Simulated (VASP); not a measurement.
# BN (R3m) in VASP: notebook, part 2 of 2

VASP 6.6.1. Earlier steps stand in the parts before.

### Step 3. Single point, LDA (strain -0.080 along x and y, -0.080 along z)

INCAR reads:

```
SYSTEM = BN
PREC = Accurate
ENCUT = 600
EDIFF = 1E-6
ISMEAR = 0
SIGMA = 0.05
LREAL = .False.
LASPH = .True.
NELM = 120
ALGO = Normal
ISIF = 2
LWAVE = .False.
LCHARG = .False.
NBANDS = 11
GGA_COMPAT = .False.
```

KPOINTS reads:

```
Automatic mesh
0
Gamma
  12 12 12
  0 0 0
```

POSCAR reads:

```
BN
1.0
    1.1510320406      0.6645486584      3.1030996510
   -1.1510320406      0.6645486584      3.1030996510
    0.0000000000     -1.3290973169      3.1030996510
B N
1 1
Direct
    0.9996712000      0.9996712000      0.9996712000
    0.3327618000      0.3327618000      0.3327618000
```

Potentials or basis: VASP PAW LDA potentials, release 64 (B, N).

Run with:

```sh
$ cat potpaw_LDA.64/B/POTCAR potpaw_LDA.64/N/POTCAR > POTCAR
$ mpirun -np 1 vasp_std > vasp.out
```

OUTCAR:

```text
SYSTEM = BN
   PREC = Accurate
   ENCUT = 600
   EDIFF = 1E-6
   ISMEAR = 0
   LREAL = .False.
   LASPH = .True.
   NELM = 120
   ISIF = 2

 ion  position               nearest neighbor table
   1  1.000  1.000  1.000-   2 1.33   2 1.33   2 1.33
   2  0.333  0.333  0.333-   1 1.33   1 1.33   1 1.33

  LATTYP: Found a trigonal (rhomboedric) cell.
 ALAT       =     3.3757557853
 COS(alpha) =     0.7674786797

  Lattice vectors:

 A1 = (   1.1510320406,   0.6645486584,   3.1030996510)
 A2 = (  -1.1510320406,   0.6645486584,   3.1030996510)
 A3 = (   0.0000000000,  -1.3290973169,   3.1030996510)

Analysis of symmetry for initial positions (statically):
=====================================================================
 Subroutine PRICEL returns:
 Original cell was already a primitive cell.

 Routine SETGRP: Setting up the symmetry group for a
 trigonal (rhombohedral) supercell.

 Subroutine GETGRP returns: Found  6 space group operations
 (whereof  6 operations were pure point group operations)
 out of a pool of 12 trial point group operations.

The static configuration has the point symmetry C_3v.

[... 164 lines left out ...]
 fundamental gap:      4.3139342089
 Fermi energy:         4.1974459430

 k-point     1 :       0.0000    0.0000    0.0000
  band No.  band energies     occupation
      1     -15.2819      2.00000
      2      -1.3034      2.00000
      3       3.0264      2.00000
      4       3.0264      2.00000
      5       9.1520      0.00000
      6      17.7404      0.00000
      7      17.7404      0.00000
      8      20.2385      0.00000
      9      23.8996      0.00000
     10      34.4752      0.00000
     11      36.0527      0.00000
[... 309 lines left out ...]
 k-point    24 :      -0.4167    0.1667   -0.0000
  band No.  band energies     occupation
      1     -10.8542      2.00000
      2      -5.7719      2.00000
      3      -1.8610      2.00000
      4       3.5282      2.00000
      5       9.6595      0.00000
      6      17.1510      0.00000
      7      19.1409      0.00000
      8      20.3257      0.00000
      9      23.7891      0.00000
     10      29.9897      0.00000
     11      31.6338      0.00000

 [... further k-points ...]
[... 5 lines left out ...]
  --------------------------------------------------------------------------------------
  -------------------------------------------------------------------------------------
  Total       11.5560329     11.5560329      0.1164291      0.0000000     -0.0000000      0.0000000
  in kB     1300.0443867   1300.0443865     13.0981799      0.0000000     -0.0000000      0.0000000
  external PRESSURE =     871.0623177 kB  Pullay stress =       0.0000000 kB

 VOLUME and BASIS-vectors are now :
 -----------------------------------------------------------------------------
  energy-cutoff  :      600.00
  volume of cell :       14.24
      direct lattice vectors                 reciprocal lattice vectors
     1.151032041  0.664548658  3.103099651     0.434392773  0.250796784  0.107419474
    -1.151032041  0.664548658  3.103099651    -0.434392773  0.250796784  0.107419474
     0.000000000 -1.329097317  3.103099651     0.000000000 -0.501593569  0.107419474

 POSITION                                       TOTAL-FORCE (eV/Angst)
 -----------------------------------------------------------------------------------
      0.00000     -0.00000      9.30624         0.000000     -0.000000      0.022097
      0.00000     -0.00000      3.09778         0.000000      0.000000     -0.022097
 -----------------------------------------------------------------------------------
    total drift:                               -0.000000     -0.000000      0.000011

  FREE ENERGIE OF THE ION-ELECTRON SYSTEM (eV)
  ---------------------------------------------------
  free  energy   TOTEN  =       -18.4288204517 eV

  energy  without entropy=      -18.4288204517  energy(sigma->0) =      -18.42882045
```

stdout:

```text
POSCAR found type information on POSCAR B N
 POSCAR found :  2 types and       2 ions
 scaLAPACK will be used
 LDA part: xc-table for (Slater(with rela. corr.)+CA(PZ))
 , standard interpolation
 POSCAR, INCAR and KPOINTS ok, starting setup
 FFT: planning ... GRIDC
 FFT: planning ... GRID_SOFT
 FFT: planning ... GRID
 WAVECAR not read
 entering main loop
```

Wall time 74 s (1 thread of Intel Xeon Platinum 8375C at 2.90GHz (Ice Lake), shared host); peak memory 0.15 GiB.

Results:

```
Free energy            : -18.4288 eV
Pressure               : 87.1 GPa
Largest force          : 0.022 eV/Å
Band gap on the k mesh : 4.31 eV, indirect (least direct gap 5.15 eV)
```

Forces in eV/Å, atoms in the order of the input:
```
B    0.000  0.000  0.022
N    0.000  0.000 -0.022
```

Levels at points of the mesh, in eV from the valence-band top:
| k point | band 1 | band 2 | band 3 | band 4 | band 5 | band 6 | band 7 | band 8 | band 9 |
| --- | --- | --- | --- | --- | --- | --- | --- | --- | --- |
| (0.00, 0.00, 0.00) | -19.20 | -5.22 | -0.89 | -0.89 | 5.23 | 13.82 | 13.82 | 16.32 | 19.98 |
| (0.50, 0.00, 0.00) | -15.15 | -9.91 | -4.42 | -0.74 | 5.77 | 12.51 | 14.56 | 16.66 | 22.44 |
| (0.50, 0.50, 0.00) | -15.02 | -9.72 | -4.50 | -1.59 | 4.31 | 12.68 | 16.00 | 19.94 | 24.01 |
| (0.50, 0.50, 0.50) | -18.73 | -8.00 | -0.92 | -0.92 | 11.69 | 13.72 | 13.72 | 17.23 | 19.47 |

Caveat: the cell differs from its parent crystal (strain -0.080 along x and y, -0.080 along z). A k mesh can miss the band edges.

### Step 4. Single point, LDA (strain -0.080 along x and y, -0.040 along z)

INCAR reads:

```
PREC     = Accurate       # precision mode
ENCUT    = 600            # plane-wave cutoff, eV
EDIFF    = 1E-6           # SCF threshold, eV
ISMEAR   = 0              # smearing method
SIGMA    = 0.05           # smearing width, eV
LREAL    = False          # projectors in reciprocal space
LASPH    = True           # aspherical terms in the spheres
NELM     = 120            # most SCF steps
ALGO     = Normal         # electronic algorithm
ISIF     = 2              # what is computed and relaxed
LWAVE    = False          # write WAVECAR
LCHARG   = True           # write CHGCAR
GGA      = CA             # functional
LELF     = True           # ELF
LVHAR    = True         
NBANDS   = 11             # bands
GGA_COMPAT= False
```

KPOINTS reads:

```
regular mesh
0
Gamma
  12 12 12
```

POSCAR reads:

```
BN
1.0
    1.1510320406      0.6645486584      3.2380170272
   -1.1510320406      0.6645486584      3.2380170272
    0.0000000000     -1.3290973169      3.2380170272
B N
1 1
Direct
    0.9996712000      0.9996712000      0.9996712000
    0.3327618000      0.3327618000      0.3327618000
```

Run with:

```sh
$ cat potpaw_LDA.64/B/POTCAR potpaw_LDA.64/N/POTCAR > POTCAR
$ mpirun -np 1 vasp_std > vasp.out
```

It took 78 s on 1 thread of Intel Xeon Platinum 8375C at 2.90GHz (Ice Lake), shared host; peak memory 0.16 GiB.

It converged, with:

| Item | Value |
| --- | --- |
| Free energy | -18.4313 eV |
| Pressure | 82.9 GPa |
| Largest force | 0.004 eV/Å |
| Band gap on the k mesh | 4.41 eV, indirect (least direct gap 5.14 eV) |

Forces in eV/Å, atoms in the order of the input:
```
B    0.000  0.000  0.004
N    0.000  0.000 -0.004
```

Stress tensor (GPa, compression positive):
```
124.67   0.00   0.00
  0.00 124.67   0.00
  0.00   0.00  -0.49
```

Levels at points of the mesh, in eV from the valence-band top:
```csv
k point,band 1,band 2,band 3,band 4,band 5,band 6,band 7,band 8,band 9
"(0.00, 0.00, 0.00)",-19.16,-5.53,-0.93,-0.93,4.82,13.78,13.78,16.19,19.79
"(0.50, 0.00, 0.00)",-15.15,-9.91,-4.46,-0.84,5.66,12.34,14.23,16.17,21.98
"(0.50, 0.50, 0.00)",-15.06,-9.76,-4.52,-1.52,4.40,12.69,15.56,19.04,23.12
"(0.50, 0.50, 0.50)",-18.81,-7.81,-0.94,-0.94,10.86,13.71,13.71,16.55,18.86
```

Caveat: the cell differs from its parent crystal (strain -0.080 along x and y, -0.040 along z). A k mesh can miss the band edges.

### Step 5. Overview

| spin | cell | gap on the mesh (eV) | pressure (GPa) | largest force (eV/Å) |
| --- | --- | --- | --- | --- |
| collinear, ferromagnetic start | a = 3.473 Å, angles 45.8°, 2 atoms | 3.38 | -45.0 | 0.09 |
| off | a = 3.376 Å, angles 39.9°, 2 atoms | 4.31 | 87.1 | 0.02 |
| off | a = 3.500 Å, angles 38.4°, 2 atoms | 4.41 | 82.9 | - |

Alike in all rows: task single point; level LDA; potentials or basis VASP PAW LDA potentials, release 64 (B, N); k mesh 12 × 12 × 12; cutoff (eV) 600; smearing gaussian 0.05 eV.

Total energies depend on the potentials used, so only differences within one code and one set of settings carry meaning.
